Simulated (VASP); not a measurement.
Wanted: the native input for a VASP 6.6.1 run.

```yaml
Task: single point
Functional: PBEsol
Potentials_or_basis: VASP PAW PBE potentials, release 64 (Hf_pv, O)
Cutoff: 600 eV
k_mesh: 10 × 10 × 10
Occupations: fermi-dirac, width 0.03 eV
Spin: no spin polarisation
Dipole_correction: no
Further_INCAR_settings: ALGO = Normal; EDIFF = 1e-06; NBANDS = 18
```

The structure of HfO2 lies in POSCAR:

```
HfO2
1.0
    1.5434843009      0.8911310766      5.0943804641
   -1.5434843009      0.8911310766      5.0943804641
    0.0000000000     -1.7822621533      5.0943804641
Hf O
1 2
Direct
    0.9998501525      0.9998501525      0.9998501525
    0.4087124038      0.4087124038      0.4087124038
    0.2574384437      0.2574384437      0.2574384437
```

One way to write it, as run:

INCAR

```
SYSTEM = HfO2
ALGO = Normal
EDIFF = 1E-6
ENCUT = 600
GGA = PS
GGA_COMPAT = .FALSE.
ISIF = 2
ISMEAR = -1
LASPH = .TRUE.
LCHARG = .FALSE.
LREAL = .FALSE.
LWAVE = .FALSE.
NBANDS = 18
NELM = 120
PREC = Accurate
SIGMA = 0.03
```

KPOINTS

```
k-points
0
G
  10 10 10
  0 0 0
```

Potentials or basis: VASP PAW PBE potentials, release 64 (Hf_pv, O).

Launch:

```bash
$ cat potpaw_PBE.64/Hf_pv/POTCAR potpaw_PBE.64/O/POTCAR > POTCAR
$ mpirun -np 1 vasp_std > vasp.out
```

It gave:

The pressure is -1.7 GPa and the largest force is 0.138 eV/Å. The band gap on the k mesh is 1.60 eV (least direct gap 2.02 eV).

Caveat: the PAW data sets were made with another functional, which shifts forces and pressure a little; spin-orbit coupling is left out, which moves the levels of the heavy elements.

It took 120 s on 1 thread of Intel(R) Xeon(R) 6975P-C (Granite Rapids) (shared host), peak memory 0.38 GiB.
